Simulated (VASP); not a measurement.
## MoS2: single point with PBEsol

The system is MoS2.

```
Mo S
1.0
     3.16900   -0.03169    0.00000
    -1.61194    2.76028    0.00000
     0.00000    0.00000   12.32400
Mo S
2 4
Direct
  0.66667 0.33333 0.75000
  0.33333 0.66667 0.25000
  0.66667 0.33333 0.37700
  0.33333 0.66667 0.87700
  0.66667 0.33333 0.12300
  0.33333 0.66667 0.62300
```

```
Program             : VASP 6.6.1
Task                : single point
Functional          : PBEsol
Potentials or basis : VASP PAW PBE potentials, release 64 (Mo_sv, S)
Cutoff              : 520 eV
k mesh              : 8 × 8 × 2
Occupations         : fermi-dirac, width 0.05 eV
Spin                : no spin polarisation
```

```yaml
Pressure: -2.9 GPa
Largest_force: 0.317 eV/Å
Band_gap_on_the_k_mesh: 0.94 eV (least direct gap 1.92 eV)
```

Forces in eV/Å, atoms in the order of the input:
```
Mo  -0.118 -0.006  0.000
Mo   0.118  0.006  0.000
S   -0.060 -0.003 -0.311
S    0.060  0.003 -0.311
S   -0.060 -0.003  0.311
S    0.060  0.003  0.311
```

Stress tensor (GPa, compression positive):
```
-3.23  1.76  0.00
 1.76 -3.20  0.00
 0.00  0.00 -2.38
```

Levels at points of the mesh, in eV from the valence-band top:
```csv
k point,band 22,band 23,band 24,band 25,band 26,band 27,band 28,band 29,band 30,band 31
"(0.00, 0.00, 0.00)",-2.13,-2.08,-1.18,-1.17,0.00,2.02,2.05,2.20,2.21,2.23
"(0.50, 0.00, 0.00)",-2.44,-1.83,-1.62,-1.37,-1.24,1.62,1.66,2.01,2.31,2.80
"(0.00, 0.50, 0.00)",-2.47,-1.71,-1.51,-1.42,-1.29,1.59,1.64,2.02,2.29,2.82
"(0.50, 0.50, 0.00)",-2.51,-1.60,-1.47,-1.41,-1.34,1.60,1.65,2.00,2.25,2.84
"(0.00, 0.00, 0.50)",-2.18,-2.10,-2.10,-0.27,-0.27,2.03,2.03,2.20,2.20,2.31
"(0.50, 0.00, 0.50)",-2.60,-1.72,-1.72,-1.30,-1.30,1.64,1.64,2.17,2.17,3.17
"(0.00, 0.50, 0.50)",-2.62,-1.61,-1.61,-1.34,-1.34,1.61,1.61,2.16,2.16,3.18
"(0.50, 0.50, 0.50)",-2.65,-1.51,-1.51,-1.39,-1.39,1.63,1.63,2.13,2.13,3.21
```

It took 91 s on 1 thread of Intel(R) Xeon(R) 6975P-C (Granite Rapids), with other jobs on the host, peak memory 0.34 GiB.

Caveat: the PAW data sets were made with another functional, which shifts forces and pressure a little; this functional lacks dispersion, which binds the layers, so the pressure and a relaxed spacing across them are unreliable. Expect the measured gap to be larger: semilocal functionals such as PBEsol lack the derivative discontinuity.
